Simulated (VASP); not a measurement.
# Ti (R-3m) in VASP: further runs, part 2 of 3

VASP 6.6.1.

**3. Electric field gradients, PBEsol (equal xy, yz and zx shear strains of -2 %)**

INCAR

```
PREC = Accurate ; ENCUT = 520
EDIFF = 1E-8 ; ISMEAR = -1
SIGMA = 0.05 ; LREAL = False
LASPH = True ; NELM = 80
ALGO = Normal ; ISIF = 2
LWAVE = False ; LCHARG = False
GGA = PS ; LEFG = True
NBANDS = 12
```

KPOINTS

```
regular mesh
0
Gamma
  14 14 14
```

POSCAR

```
Ti
1.0
   -1.6738200000      1.6410000000      1.6410000000
    1.6410000000     -1.6738200000      1.6410000000
    1.6410000000      1.6410000000     -1.6738200000
Ti
1
Direct
    0.0000000000      0.0000000000      0.0000000000
```

Potentials or basis: VASP PAW PBE potentials, release 64 (Ti_sv).

On the command line:

```console
cat potpaw_PBE.64/Ti_sv/POTCAR > POTCAR
mpirun -np 1 vasp_std > vasp.out
```

OUTCAR:

```text
PREC = Accurate
   ENCUT = 520
   EDIFF = 1E-8
   ISMEAR = -1
   LREAL = False
   LASPH = True
   NELM = 80
   ISIF = 2
   GGA = PS

 ion  position               nearest neighbor table
   1  0.000  0.000  0.000-

  LATTYP: Found a trigonal (rhomboedric) cell.
 ALAT       =     2.8613694960
 COS(alpha) =    -0.3420602552

  Lattice vectors:

 A1 = (  -1.6738200000,   1.6410000000,   1.6410000000)
 A2 = (   1.6410000000,  -1.6738200000,   1.6410000000)
 A3 = (   1.6410000000,   1.6410000000,  -1.6738200000)

Analysis of symmetry for initial positions (statically):
=====================================================================
 Subroutine PRICEL returns:
 Original cell was already a primitive cell.

 Routine SETGRP: Setting up the symmetry group for a
 trigonal (rhombohedral) supercell.

 Subroutine GETGRP returns: Found 12 space group operations
 (whereof 12 operations were pure point group operations)
 out of a pool of 12 trial point group operations.

The static configuration has the point symmetry D_3d.

Analysis of symmetry for dynamics (positions and initial velocities):
=====================================================================
 Subroutine PRICEL returns:
 Original cell was already a primitive cell.

 Routine SETGRP: Setting up the symmetry group for a
 trigonal (rhombohedral) supercell.

 Subroutine GETGRP returns: Found 12 space group operations
 (whereof 12 operations were pure point group operations)
 out of a pool of 12 trial point group operations.

The dynamic configuration has the point symmetry D_3d.

 Subroutine INISYM returns: Found 12 space group operations
 (whereof 12 operations are pure point group operations),
 and found     1 'primitive' translations

----------------------------------------------------------------------------------------

                                     Primitive cell

  volume of cell :      17.6707

  direct lattice vectors                    reciprocal lattice vectors
    -1.673820000  1.641000000  1.641000000     0.006156643  0.307832149  0.307832149
     1.641000000 -1.673820000  1.641000000     0.307832149  0.006156643  0.307832149
     1.641000000  1.641000000 -1.673820000     0.307832149  0.307832149  0.006156643

  length of vectors
     2.861369496  2.861369496  2.861369496     0.435383932  0.435383932  0.435383932

  position of ions in fractional coordinates (direct lattice)
     0.000000000  0.000000000  0.000000000

  ion indices of the primitive-cell ions
   primitive index   ion index
                 1           1

----------------------------------------------------------------------------------------

 KPOINTS: regular mesh

Automatic generation of k-mesh.
 Grid dimensions read from file:
 generate k-points for:   14   14   14

 Generating k-lattice:

[... 66 lines left out ...]
   NFREE  =      0    steps in history (QN), initial steepest desc. (CG)
   ISIF   =      2    stress and relaxation
   ISYM   =      2    0-nonsym 1-usesym 2-fastsym
   POTIM  = 0.5000    time-step for ionic-motion
   TEBEG  =    0.0;   TEEND  =   0.0 temperature during run
   PSTRESS=    0.0 pullay stress
   NELECT =      12.0000    total number of electrons
   NUPDOWN=      -1.0000    fix difference up-down
   EMIN   =  10.00;   EMAX   =-10.00  energy-range for DOS
   EFERMI =   0.00;   METHOD = LEGACY
   ISMEAR =    -1;   SIGMA  =   0.05  broadening in eV -4-tet -1-fermi 0-gaus
   EFERMI_NEDOS =   21; number of points for ismear=-14 and -15
   IALGO  =     38    algorithm
   IMIX   =      4    mixing-type and parameters
     AMIX     =   0.40;   BMIX     =  1.00
     AMIX_MAG =   1.60;   BMIX_MAG =  1.00
  volume/ion in A,a.u.               =      17.67       119.25
  Fermi-wavevector in a.u.,A,eV,Ry     =   1.438966  2.719251 28.172520  2.070622
  Thomas-Fermi vector in A             =   2.557874
   LORBIT       =      0    0 simple, 1 ext, 2 COOP (PROOUT), +10 PAW based schemes
   GGA     = PS    functional components
   LHFCALC =     F    Hartree Fock is set to
   AEXX    =    0.0000 exact exchange contribution
   IVDW    =     0    specifies the selected vdW correction
   LEPSILON=     F    determine dielectric tensor
   LRPA    =     F    only Hartree local field effects (RPA)
 non-spin polarized calculation
  energy-cutoff  :      520.00
  volume of cell :       17.67
 maximum number of plane-waves:       488
 NGX is ok and might be reduce to    24
   NGX = 11   NGY = 11   NGZ = 11

 number of electron      12.0000000 magnetization

 Free energy of the ion-electron system (eV)
  ---------------------------------------------------
  ext. energy  EPLUGINS =         0.00000000
  ---------------------------------------------------
  free energy    TOTEN  =        -8.21590064 eV

  energy without entropy =       -8.19553261  energy(sigma->0) =       -8.20571663

 E-fermi :   7.7728     XC(G=0): -11.5491

 val. band max:        7.7723525361   @ k =  -0.3571   0.1429  -0.0000
 cond. band min:       7.7735418894   @ k =  -0.2857   0.3571   0.0714
 fundamental gap:      0.0011893532
 Fermi energy:         7.7728000215

 k-point     1 :       0.0000    0.0000    0.0000
  band No.  band energies     occupation
      1     -48.5520      2.00000
      2     -24.5360      2.00000
      3     -24.5360      2.00000
      4     -24.4900      2.00000
      5       1.8663      2.00000
      6       8.5503      0.00000
      7       8.8349      0.00000
      8       8.8349      0.00000
      9      10.4961      0.00000
     10      10.4961      0.00000
     11      24.6851      0.00000
     12      25.2696      0.00000
[... 331 lines left out ...]
 k-point    24 :       0.2857    0.1429   -0.0000
  band No.  band energies     occupation
      1     -48.4331      2.00000
      2     -25.0723      2.00000
      3     -24.7151      2.00000
      4     -24.5706      2.00000
      5       5.3984      2.00000
      6       7.5408      1.98086
      7       7.8996      0.14682
      8      10.1892      0.00000
      9      10.7660      0.00000
     10      11.8325      0.00000
     11      18.7253      0.00000
     12      20.8706      0.00000

 [... further k-points ...]
[... 5 lines left out ...]
  --------------------------------------------------------------------------------------
  -------------------------------------------------------------------------------------
  Total       -0.7552689     -0.7552689     -0.7552689      0.0685121      0.0685121      0.0685121
  in kB      -68.4790359    -68.4790359    -68.4790359      6.2118823      6.2118823      6.2118823
  external PRESSURE =     -68.4790359 kB  Pullay stress =       0.0000000 kB

 VOLUME and BASIS-vectors are now :
 -----------------------------------------------------------------------------
  energy-cutoff  :      520.00
  volume of cell :       17.67
      direct lattice vectors                 reciprocal lattice vectors
    -1.673820000  1.641000000  1.641000000     0.006156643  0.307832149  0.307832149
     1.641000000 -1.673820000  1.641000000     0.307832149  0.006156643  0.307832149
     1.641000000  1.641000000 -1.673820000     0.307832149  0.307832149  0.006156643

 POSITION                                       TOTAL-FORCE (eV/Angst)
 -----------------------------------------------------------------------------------
      0.00000      0.00000      0.00000        -0.000000      0.000000     -0.000000
 -----------------------------------------------------------------------------------
    total drift:                                0.000000      0.000000      0.000000

  FREE ENERGIE OF THE ION-ELECTRON SYSTEM (eV)
  ---------------------------------------------------
  free  energy   TOTEN  =        -8.2159006436 eV

  energy  without entropy=       -8.1955326121  energy(sigma->0) =       -8.20571663

 Electric field gradients (V/A^2)
---------------------------------------------------------------------
 ion       V_xx      V_yy      V_zz      V_xy      V_xz      V_yz
---------------------------------------------------------------------
   1      -0.000    -0.000     0.000     4.926     4.926     4.926
---------------------------------------------------------------------

 Electric field gradients after diagonalization (V/A^2)
 (convention: |V_zz| > |V_xx| > |V_yy|)
----------------------------------------------------------------------
 ion       V_xx      V_yy      V_zz     asymmetry (V_yy - V_xx)/ V_zz
----------------------------------------------------------------------
   1      -4.926    -4.926     9.853       0.000
----------------------------------------------------------------------

           NMR quadrupolar parameters

 Cq : quadrupolar parameter    Cq=e*Q*V_zz/h
 eta: asymmetry parameters     (V_yy - V_xx)/ V_zz
 Q  : nuclear electric quadrupole moment in mb (millibarn)
----------------------------------------------------------------------
 ion       Cq(MHz)       eta       Q (mb)
----------------------------------------------------------------------
   1       0.024       0.000       1.000
----------------------------------------------------------------------
```

OSZICAR:

```text
N       E                     dE             d eps       ncg     rms          rms(c)
DAV:   1     0.863141474017E+02    0.86314E+02   -0.65533E+03  6932   0.120E+03
DAV:   2    -0.518815334023E+01   -0.91502E+02   -0.89169E+02  7128   0.295E+02
DAV:   3    -0.934331602379E+01   -0.41552E+01   -0.41112E+01  9532   0.647E+01
DAV:   4    -0.942738309152E+01   -0.84067E-01   -0.83973E-01  7800   0.820E+00
DAV:   5    -0.942938928247E+01   -0.20062E-02   -0.20061E-02  8116   0.112E+00    0.853E+00
DAV:   6    -0.821352919726E+01    0.12159E+01   -0.29186E+00  7504   0.238E+01    0.202E+00
DAV:   7    -0.820787547455E+01    0.56537E-02   -0.75643E-02  8152   0.277E+00    0.124E+00
DAV:   8    -0.821546596935E+01   -0.75905E-02   -0.35398E-02  7244   0.223E+00    0.111E-01
DAV:   9    -0.821587096273E+01   -0.40499E-03   -0.21442E-03  8492   0.468E-01    0.720E-02
DAV:  10    -0.821591777166E+01   -0.46809E-04   -0.23336E-04  7220   0.168E-01    0.123E-02
DAV:  11    -0.821590049849E+01    0.17273E-04   -0.23656E-05  8076   0.754E-02    0.115E-02
DAV:  12    -0.821590043324E+01    0.65243E-07   -0.20691E-06  7364   0.182E-02    0.262E-03
DAV:  13    -0.821590069974E+01   -0.26650E-06   -0.39152E-07  9396   0.554E-03    0.125E-03
DAV:  14    -0.821590067139E+01    0.28351E-07   -0.28739E-08  7140   0.183E-03    0.506E-04
DAV:  15    -0.821590064426E+01    0.27131E-07   -0.48619E-09  3744   0.101E-03    0.546E-05
DAV:  16    -0.821590064362E+01    0.64711E-09   -0.46466E-10  3552   0.225E-04
   1 F= -.82159006E+01 E0= -.82057166E+01  d E =-.203680E-01
```

stdout:

```text
POSCAR found type information on POSCAR Ti
 POSCAR found :  1 types and       1 ions
 scaLAPACK will be used
 -----------------------------------------------------------------------------
|                                                                             |
|                                                                             |
|     You enforced a specific xc type in the INCAR file but a different       |
|     I HOPE YOU KNOW WHAT YOU ARE DOING!                                     |
|                                                                             |
 -----------------------------------------------------------------------------

 LDA part: xc-table for (Slater+PW92), standard interpolation
 POSCAR, INCAR and KPOINTS ok, starting setup
 FFT: planning ... GRIDC
 FFT: planning ... GRID_SOFT
 FFT: planning ... GRID
 WAVECAR not read
 entering main loop
ion   1
```

Wall time 32 s (1 thread of Intel Xeon 6975P-C, shared host); peak memory 0.18 GiB.

Results:

| Quantity | Value |
| --- | --- |
| Free energy | -8.2159 eV |
| Pressure | -6.8 GPa |
| Band gap on the k mesh | zero (band 6 reaches 8.64 eV, above the bottom of band 7 at 7.09 eV) |

Electric field gradients, principal values (V/Å²):
| atom | least | middle | greatest (by size) |
| --- | --- | --- | --- |
| 1 Ti | -4.926 | -4.926 | 9.853 |

Caveat: the cell differs from its parent crystal (equal xy, yz and zx shear strains of -2 %); without QUAD_EFG the Cq values of the log hold for a quadrupole moment of 1 mb, not for the nuclei; the PAW data sets were made with another functional, which shifts forces and pressure a little.

**4. Electric field gradients, PBEsol (equal xy, yz and zx shear strains of -2 %)**

INCAR

```
SYSTEM = Ti
PREC     = Accurate       ! precision mode
ENCUT    = 520            ! plane-wave cutoff, eV
EDIFF    = 1E-8           ! SCF threshold, eV
ISMEAR   = -1             ! smearing method
SIGMA    = 0.05           ! smearing width, eV
LREAL    = .False.        ! projectors in reciprocal space
LASPH    = .True.         ! aspherical terms in the spheres
NELM     = 80             ! most SCF steps
ALGO     = Normal         ! electronic algorithm
ISIF     = 2              ! what is computed and relaxed
LWAVE    = .False.        ! write WAVECAR
LCHARG   = .False.        ! write CHGCAR
GGA      = PS             ! functional
LEFG     = .True.       
NBANDS   = 12             ! bands
```

KPOINTS

```
regular mesh
0
Gamma
  14 14 14
  0 0 0
```

POSCAR is that of step 3.

Potentials or basis: VASP PAW PBE potentials, release 64 (Ti_sv).

On the command line:

```console
cat potpaw_PBE.64/Ti_sv/POTCAR > POTCAR
mpirun -np 1 vasp_std > vasp.out
```

OUTCAR:

```text
SYSTEM = Ti
   PREC = Accurate
   ENCUT = 520
   EDIFF = 1E-8
   ISMEAR = -1
   LREAL = .False.
   LASPH = .True.
   NELM = 80
   ISIF = 2
   GGA = PS

 ion  position               nearest neighbor table
   1  0.000  0.000  0.000-

  LATTYP: Found a trigonal (rhomboedric) cell.
 ALAT       =     2.8613694960
 COS(alpha) =    -0.3420602552

  Lattice vectors:

 A1 = (  -1.6738200000,   1.6410000000,   1.6410000000)
[... 567 lines left out ...]
    total drift:                                0.000000      0.000000      0.000000

  FREE ENERGIE OF THE ION-ELECTRON SYSTEM (eV)
  ---------------------------------------------------
  free  energy   TOTEN  =        -8.2159006436 eV

  energy  without entropy=       -8.1955326121  energy(sigma->0) =       -8.20571663

 Electric field gradients (V/A^2)
---------------------------------------------------------------------
 ion       V_xx      V_yy      V_zz      V_xy      V_xz      V_yz
---------------------------------------------------------------------
   1      -0.000    -0.000     0.000     4.926     4.926     4.926
---------------------------------------------------------------------

 Electric field gradients after diagonalization (V/A^2)
 (convention: |V_zz| > |V_xx| > |V_yy|)
----------------------------------------------------------------------
 ion       V_xx      V_yy      V_zz     asymmetry (V_yy - V_xx)/ V_zz
----------------------------------------------------------------------
   1      -4.926    -4.926     9.853       0.000
----------------------------------------------------------------------

           NMR quadrupolar parameters

 Cq : quadrupolar parameter    Cq=e*Q*V_zz/h
 eta: asymmetry parameters     (V_yy - V_xx)/ V_zz
 Q  : nuclear electric quadrupole moment in mb (millibarn)
----------------------------------------------------------------------
 ion       Cq(MHz)       eta       Q (mb)
----------------------------------------------------------------------
   1       0.024       0.000       1.000
----------------------------------------------------------------------
```

stdout:

```text
POSCAR found type information on POSCAR Ti
 POSCAR found :  1 types and       1 ions
 scaLAPACK will be used
 -----------------------------------------------------------------------------
|                                                                             |
|                                                                             |
|     You enforced a specific xc type in the INCAR file but a different       |
|     I HOPE YOU KNOW WHAT YOU ARE DOING!                                     |
|                                                                             |
 -----------------------------------------------------------------------------

 LDA part: xc-table for (Slater+PW92), standard interpolation
 POSCAR, INCAR and KPOINTS ok, starting setup
 FFT: planning ... GRIDC
 FFT: planning ... GRID_SOFT
 FFT: planning ... GRID
 WAVECAR not read
 entering main loop
ion   1
```

It took 96 s on 1 thread of Intel Xeon 6975P-C, shared host; peak memory 0.18 GiB.

Results:

```yaml
Free_energy: -8.2159 eV
Pressure: -6.8 GPa
Band_gap_on_the_k_mesh: zero (band 6 reaches 8.64 eV, above the bottom of band 7 at 7.09 eV)
```

Stress tensor (GPa, compression positive):
```
-6.85  0.62  0.62
 0.62 -6.85  0.62
 0.62  0.62 -6.85
```

Levels at points of the mesh, in eV from the Fermi level:
| k point | band 2 | band 3 | band 4 | band 5 | band 6 | band 7 | band 8 | band 9 | band 10 | band 11 |
| --- | --- | --- | --- | --- | --- | --- | --- | --- | --- | --- |
| (0.00, 0.00, 0.00) | -32.31 | -32.31 | -32.26 | -5.91 | 0.78 | 1.06 | 1.06 | 2.72 | 2.72 | 16.91 |
| (0.50, 0.00, 0.00) | -32.96 | -32.51 | -32.31 | -2.40 | -0.35 | 1.25 | 2.64 | 2.96 | 4.25 | 8.76 |
| (0.50, 0.50, 0.00) | -32.93 | -32.48 | -32.28 | -2.43 | -0.42 | 0.97 | 2.75 | 3.11 | 4.15 | 8.43 |
| (0.50, 0.50, 0.50) | -32.78 | -32.72 | -32.72 | -2.04 | -2.04 | 3.77 | 3.77 | 4.03 | 8.19 | 8.19 |

Electric field gradients, principal values (V/Å²):
```csv
atom,least,middle,greatest (by size)
1 Ti,-4.926,-4.926,9.853
```

Caveat: the cell differs from its parent crystal (equal xy, yz and zx shear strains of -2 %); without QUAD_EFG the Cq values of the log hold for a quadrupole moment of 1 mb, not for the nuclei; the PAW data sets were made with another functional, which shifts forces and pressure a little.

(Part 2 of 3 ends here.)
